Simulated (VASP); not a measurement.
# NaI (Fm-3m) in VASP: further runs

Runs on NaI. Level: LDA. Tasks: single point.

Everything below comes from runs of VASP 6.6.1. Logs are shortened: lines on timing, memory, paths and dates and some standing lists are left out, and cuts for length are marked.

**1. The cell of the first run**

Symmetry: Fm-3m, No. 225, cubic system. Conventional cell: a = 6.473 Å, b = 6.473 Å, c = 6.473 Å, α = 90.00°, β = 90.00°, γ = 90.00°. Within 4.3 Å of Na (site symmetry m-3m) lie 6 I at 3.24 Å. I (site symmetry m-3m) has 6 Na at 3.24 Å within 4.3 Å.

**2. Single point, LDA**

INCAR reads:

```
  ALGO = Normal
  EDIFF = 1E-6
  ENCUT = 520
  ISIF = 2
  ISMEAR = 0
  LASPH = True
  LCHARG = True
  LELF = True
  LREAL = False
  LVHAR = True
  LWAVE = False
  NBANDS = 14
  NELM = 100
  PREC = Accurate
  SIGMA = 0.01
```

KPOINTS reads:

```
k-points
0
Gamma
  2 2 2
```

POSCAR reads:

```
NaI
1.0
    0.0000000000      3.2364000000      3.2364000000
    3.2364000000      0.0000000000      3.2364000000
    3.2364000000      3.2364000000      0.0000000000
Na I
1 1
Direct
    0.0000000000      0.0000000000      0.0000000000
    0.5000000000      0.5000000000      0.5000000000
```

Potentials or basis: VASP PAW LDA potentials, release 64 (Na_pv, I).

Started as:

```console
cat potpaw_LDA.64/Na_pv/POTCAR potpaw_LDA.64/I/POTCAR > POTCAR
mpirun -np 1 vasp_std > vasp.out
```

OUTCAR:

```text
EDIFF = 1E-6
   ENCUT = 520
   ISIF = 2
   ISMEAR = 0
   LASPH = True
   LREAL = False
   NELM = 100
   PREC = Accurate

 ion  position               nearest neighbor table
   1  0.000  0.000  0.000-
   2  0.500  0.500  0.500-

  LATTYP: Found a face centered cubic cell.
 ALAT       =     6.4728000000

  Lattice vectors:

 A1 = (   0.0000000000,   3.2364000000,   3.2364000000)
 A2 = (   3.2364000000,   0.0000000000,   3.2364000000)
 A3 = (   3.2364000000,   3.2364000000,   0.0000000000)

Analysis of symmetry for initial positions (statically):
=====================================================================
 Subroutine PRICEL returns:
 Original cell was already a primitive cell.

 Routine SETGRP: Setting up the symmetry group for a
 face centered cubic supercell.

 Subroutine GETGRP returns: Found 48 space group operations
 (whereof 48 operations were pure point group operations)
 out of a pool of 48 trial point group operations.

The static configuration has the point symmetry O_h .

Analysis of symmetry for dynamics (positions and initial velocities):
=====================================================================
 Subroutine PRICEL returns:
 Original cell was already a primitive cell.

 Routine SETGRP: Setting up the symmetry group for a
 face centered cubic supercell.

 Subroutine GETGRP returns: Found 48 space group operations
 (whereof 48 operations were pure point group operations)
 out of a pool of 48 trial point group operations.

The dynamic configuration has the point symmetry O_h .

 Subroutine INISYM returns: Found 48 space group operations
 (whereof 48 operations are pure point group operations),
 and found     1 'primitive' translations

----------------------------------------------------------------------------------------

                                     Primitive cell

  volume of cell :      67.7980

  direct lattice vectors                    reciprocal lattice vectors
     0.000000000  3.236400000  3.236400000    -0.154492646  0.154492646  0.154492646
     3.236400000  0.000000000  3.236400000     0.154492646 -0.154492646  0.154492646
     3.236400000  3.236400000  0.000000000     0.154492646  0.154492646 -0.154492646

  length of vectors
     4.576960773  4.576960773  4.576960773     0.267589113  0.267589113  0.267589113

  position of ions in fractional coordinates (direct lattice)
     0.000000000  0.000000000  0.000000000
     0.500000000  0.500000000  0.500000000

  ion indices of the primitive-cell ions
   primitive index   ion index
                 1           1
                 2           2

----------------------------------------------------------------------------------------

 KPOINTS: k-points

Automatic generation of k-mesh.
 Grid dimensions read from file:
 generate k-points for:    2    2    2

 Generating k-lattice:

  Cartesian coordinates                     Fractional coordinates (reciprocal lattice)
    -0.077246323  0.077246323  0.077246323     0.500000000  0.000000000  0.000000000
     0.077246323 -0.077246323  0.077246323     0.000000000  0.500000000  0.000000000
     0.077246323  0.077246323 -0.077246323     0.000000000  0.000000000  0.500000000

  Length of vectors
     0.133794556  0.133794556  0.133794556

  Shift w.r.t. Gamma in fractional coordinates (k-lattice)
     0.000000000  0.000000000  0.000000000

 Subroutine IBZKPT returns following result:
 ===========================================

 Found      3 irreducible k-points:

 Following reciprocal coordinates:
            Coordinates               Weight
  0.000000  0.000000  0.000000      1.000000
  0.500000  0.000000  0.000000      4.000000
  0.500000  0.500000  0.000000      3.000000
   k-points           NKPTS =      3   k-points in BZ     NKDIM =      3   number of bands    NBANDS=     14
   number of dos      NEDOS =    301   number of ions     NIONS =      2
   total plane-waves  NPLWV =  46656
   dimension x,y,z NGX =    36 NGY =   36 NGZ =   36
   dimension x,y,z NGXF=    72 NGYF=   72 NGZF=   72
   ions per type =               1   1
   NGX,Y,Z   is equivalent  to a cutoff of  13.08, 13.08, 13.08 a.u.
   NGXF,Y,Z  is equivalent  to a cutoff of  26.15, 26.15, 26.15 a.u.
 SYSTEM =  unknown system
   PREC   = accura    normal or accurate (medium, high low for compatibility)
   ISTART =      0    job   : 0-new  1-cont  2-samecut
   ICHARG =      2    charge: 1-file 2-atom 10-const
   ISPIN  =      1    spin polarized calculation?
   LNONCOLLINEAR =      F non collinear calculations
   LSORBIT =      F    spin-orbit coupling
   LASPH  =      T    aspherical Exc in radial PAW
   ENCUT  =  520.0 eV  38.22 Ry    6.18 a.u.   8.51  8.51  8.51*2*pi/ulx,y,z
   NELM   =    100;   NELMIN=  2; NELMDL= -5     # of ELM steps
   EDIFF  = 0.1E-05   stopping-criterion for ELM
   LREAL  =      F    real-space projection
   EDIFFG = 0.1E-04   stopping-criterion for IOM
   NSW    =      0    number of steps for IOM
   IBRION =     -1    ionic relax: 0-MD 1-quasi-New 2-CG
   NFREE  =      0    steps in history (QN), initial steepest desc. (CG)
   ISIF   =      2    stress and relaxation
   ISYM   =      2    0-nonsym 1-usesym 2-fastsym
   POTIM  = 0.5000    time-step for ionic-motion
   TEBEG  =    0.0;   TEEND  =   0.0 temperature during run
   PSTRESS=    0.0 pullay stress
   NELECT =      14.0000    total number of electrons
   NUPDOWN=      -1.0000    fix difference up-down
   EMIN   =  10.00;   EMAX   =-10.00  energy-range for DOS
   EFERMI =   0.00;   METHOD = LEGACY
   ISMEAR =     0;   SIGMA  =   0.01  broadening in eV -4-tet -1-fermi 0-gaus
   EFERMI_NEDOS =   21; number of points for ismear=-14 and -15
   IALGO  =     38    algorithm
   IMIX   =      4    mixing-type and parameters
     AMIX     =   0.40;   BMIX     =  1.00
     AMIX_MAG =   1.60;   BMIX_MAG =  1.00
  volume/ion in A,a.u.               =      33.90       228.76
  Fermi-wavevector in a.u.,A,eV,Ry     =   0.967636  1.828567 12.739397  0.936319
  Thomas-Fermi vector in A             =   2.097538
   LORBIT       =      0    0 simple, 1 ext, 2 COOP (PROOUT), +10 PAW based schemes
   GGA     = CA    functional components
   LHFCALC =     F    Hartree Fock is set to
   AEXX    =    0.0000 exact exchange contribution
   IVDW    =     0    specifies the selected vdW correction
   LEPSILON=     F    determine dielectric tensor
   LRPA    =     F    only Hartree local field effects (RPA)
 non-spin polarized calculation
 Gauss-broadening in eV      SIGMA  =   0.01
  energy-cutoff  :      520.00
  volume of cell :       67.80
 maximum number of plane-waves:      1850
 NGX is ok and might be reduce to    36
   NGX = 17   NGY = 17   NGZ = 17

 number of electron      14.0000001 magnetization

 Free energy of the ion-electron system (eV)
  ---------------------------------------------------
  ext. energy  EPLUGINS =         0.00000000
  ---------------------------------------------------
  free energy    TOTEN  =        -5.52360456 eV

  energy without entropy =       -5.52360456  energy(sigma->0) =       -5.52360456

 E-fermi :   0.9393     XC(G=0):  -8.0461

 val. band max:        0.8112045246   @ k =   0.0000   0.0000   0.0000
 cond. band min:       4.0263122945   @ k =   0.0000   0.0000   0.0000
 fundamental gap:      3.2151077699
 Fermi energy:         0.9392938821

 k-point     1 :       0.0000    0.0000    0.0000
  band No.  band energies     occupation
      1     -21.9047      2.00000
      2     -21.9047      2.00000
      3     -21.9047      2.00000
      4     -10.2322      2.00000
      5       0.8112      2.00000
      6       0.8112      2.00000
      7       0.8112      2.00000
      8       4.0263      0.00000
      9       8.4785      0.00000
     10       8.4785      0.00000
     11       8.4785      0.00000
     12      10.3584      0.00000
     13      10.3584      0.00000
     14      10.8648      0.00000

 k-point     2 :       0.5000    0.0000    0.0000
  band No.  band energies     occupation
      1     -21.9101      2.00000
      2     -21.9051      2.00000
      3     -21.9051      2.00000
      4      -9.9036      2.00000
      5      -1.4986      2.00000
      6       0.5171      2.00000
      7       0.5171      2.00000
      8       5.5386      0.00000
      9       7.9418      0.00000
     10       7.9418      0.00000
     11       9.1645      0.00000
     12      10.7325      0.00000
     13      12.9723      0.00000
     14      12.9723      0.00000

 k-point     3 :       0.5000    0.5000    0.0000
  band No.  band energies     occupation
      1     -21.9088      2.00000
      2     -21.9064      2.00000
      3     -21.9064      2.00000
      4      -9.8233      2.00000
      5      -1.1963      2.00000
      6       0.0245      2.00000
      7       0.0245      2.00000
      8       4.9044      0.00000
      9       6.0504      0.00000
     10      10.3581      0.00000
     11      11.7049      0.00000
     12      11.7049      0.00000
     13      12.2378      0.00000
     14      13.9837      0.00000

------------------------ aborting loop because EDIFF is reached ----------------------------------------

  FORCE on cell =-STRESS in cart. coord.  units (eV):
  Direction    XX          YY          ZZ          XY          YZ          ZX
  --------------------------------------------------------------------------------------
  -------------------------------------------------------------------------------------
  Total        0.3194028      0.3194028      0.3194028     -0.0000000     -0.0000000      0.0000000
  in kB        7.5480147      7.5480147      7.5480147     -0.0000000     -0.0000000      0.0000000
  external PRESSURE =       7.5480147 kB  Pullay stress =       0.0000000 kB

 VOLUME and BASIS-vectors are now :
 -----------------------------------------------------------------------------
  energy-cutoff  :      520.00
  volume of cell :       67.80
      direct lattice vectors                 reciprocal lattice vectors
     0.000000000  3.236400000  3.236400000    -0.154492646  0.154492646  0.154492646
     3.236400000  0.000000000  3.236400000     0.154492646 -0.154492646  0.154492646
     3.236400000  3.236400000  0.000000000     0.154492646  0.154492646 -0.154492646

 POSITION                                       TOTAL-FORCE (eV/Angst)
 -----------------------------------------------------------------------------------
      0.00000      0.00000      0.00000        -0.000000     -0.000000      0.000000
      3.23640      3.23640      3.23640         0.000000      0.000000     -0.000000
 -----------------------------------------------------------------------------------
    total drift:                                0.000000      0.000000      0.000000

  FREE ENERGIE OF THE ION-ELECTRON SYSTEM (eV)
  ---------------------------------------------------
  free  energy   TOTEN  =        -5.5236045634 eV

  energy  without entropy=       -5.5236045634  energy(sigma->0) =       -5.52360456
```

Wall time 2.6 s (1 thread of Intel Xeon 6975P-C (Granite Rapids), shared host); peak memory 0.16 GiB.

What came out:

```yaml
Free_energy: -5.5236 eV
Pressure: 0.8 GPa
Band_gap_on_the_k_mesh: 3.22 eV, direct
```

Caveat: the k points lie up to 0.84 Å⁻¹ apart; spin-orbit coupling is left out, which moves the levels of the heavy elements. A hybrid or GW would open this gap; LDA tends to underestimate it.

**3. Single point, LDA**

INCAR reads:

```
ALGO     = Normal         # electronic algorithm
EDIFF    = 1E-6           # SCF threshold, eV
ENCUT    = 520            # plane-wave cutoff, eV
ISIF     = 2              # what is computed and relaxed
ISMEAR   = 0              # smearing method
LASPH    = T              # aspherical terms in the spheres
LCHARG   = T              # write CHGCAR
LELF     = T              # ELF
LREAL    = F              # projectors in reciprocal space
LVHAR    = T            
LWAVE    = F              # write WAVECAR
NBANDS   = 14             # bands
NELM     = 60             # most SCF steps
PREC     = Accurate       # precision mode
SIGMA    = 0.01           # smearing width, eV
```

KPOINTS reads:

```
k-points
0
Gamma
  4 4 4
```

POSCAR is that of step 2.

Potentials or basis: VASP PAW LDA potentials, release 64 (Na_pv, I).

Started as:

```console
cat potpaw_LDA.64/Na_pv/POTCAR potpaw_LDA.64/I/POTCAR > POTCAR
mpirun -np 1 vasp_std > vasp.out
```

Run time: 3.6 s. Hardware: 1 thread of Intel Xeon 6975P-C (Granite Rapids), shared host; peak memory 0.17 GiB.

It converged, with:

```yaml
Free_energy: -5.9751 eV
Pressure: -1.6 GPa
Band_gap_on_the_k_mesh: 3.34 eV, direct
```

Levels at points of the mesh, in eV from the valence-band top:
| k point | band 3 | band 4 | band 5 | band 6 | band 7 | band 8 | band 9 | band 10 | band 11 | band 12 |
| --- | --- | --- | --- | --- | --- | --- | --- | --- | --- | --- |
| (0.00, 0.00, 0.00) | -22.40 | -11.08 | 0.00 | 0.00 | 0.00 | 3.34 | 7.79 | 7.79 | 7.79 | 9.66 |
| (0.50, 0.00, 0.00) | -22.40 | -10.76 | -2.25 | -0.29 | -0.29 | 4.86 | 7.27 | 7.27 | 8.47 | 10.05 |
| (0.50, 0.50, 0.00) | -22.40 | -10.69 | -1.96 | -0.76 | -0.76 | 4.26 | 5.37 | 9.61 | 11.02 | 11.02 |

Caveat: the k points lie up to 0.42 Å⁻¹ apart; spin-orbit coupling is left out, which moves the levels of the heavy elements. LDA gaps usually lie below the measured ones, often by a third to a half.
